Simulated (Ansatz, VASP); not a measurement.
Given: the input of a run of VASP 6.6.1 on Nb.

INCAR

```
PREC = Accurate ; ENCUT = 500
EDIFF = 1E-6 ; ISMEAR = -1
SIGMA = 0.05 ; LREAL = F
LASPH = T ; NELM = 120
ALGO = Normal ; ISIF = 2
LWAVE = F ; LCHARG = F
GGA = PS ; NBANDS = 12
GGA_COMPAT = F
```

The input KPOINTS:

```
regular mesh
0
Gamma
  11 11 11
```

File POSCAR:

```
Nb
1.0
   -1.6982618573      1.6982618573      1.5973920000
    1.6982618573     -1.6982618573      1.5973920000
    1.6982618573      1.6982618573     -1.5973920000
Nb
1
Direct
    0.0000000000      0.0000000000      0.0000000000
```

Potentials or basis: VASP PAW PBE potentials, release 64 (Nb_sv).

Command:

```sh
$ cat potpaw_PBE.64/Nb_sv/POTCAR > POTCAR
$ mpirun -np 1 vasp_std > vasp.out
```

Question: Translate it to Ansatz 0.2.0. Potentials there: all-electron LAPW, scalar-relativistic.

Answer: As run (the cutoff follows the program's own potentials):

File input.yaml:

```yaml
crystal:
  lattice:
    - [-1.6982618573, 1.6982618573, 1.597392]
    - [1.6982618573, -1.6982618573, 1.597392]
    - [1.6982618573, 1.6982618573, -1.597392]
  atoms:
    - { symbol: Nb, position: [0.0, 0.0, 0.0] }
kpoints:
  mp_grid: { grid: [11, 11, 11] }
scf:
  occupations: { method: fermi_dirac, width: 0.05 }
hamiltonian:
  xc: pbesol
  pseudopotentials: { kind: all_electron, lapw: { basis_error: 0.001 } }
output:
  forces: true
  stress: true
  eigenvalues: true
```

Potentials or basis: all-electron LAPW, scalar-relativistic.

Command:

```bash
$ ansatz run input.yaml --threads 1 --pin off --max-ram 3072MiB --backend cpu --events-out ev --progress --plain --runs-dir out
```

Both were run:

|  | VASP | Ansatz | Ansatz less VASP |
| --- | --- | --- | --- |
| gap on the k mesh at the Fermi level (eV) | none | none | - |
| pressure (GPa) | -8.1 | -7.8 | +0.32 |
| traceless stress, the component that is largest in VASP (GPa) | 3.20 | 3.18 | -0.020 |

VASP's potentials were made for PBE, not for PBEsol. A gap of «none» marks a metal or a gap that the smearing closes. Ansatz ran all-electron here, and VASP with PAW potentials.
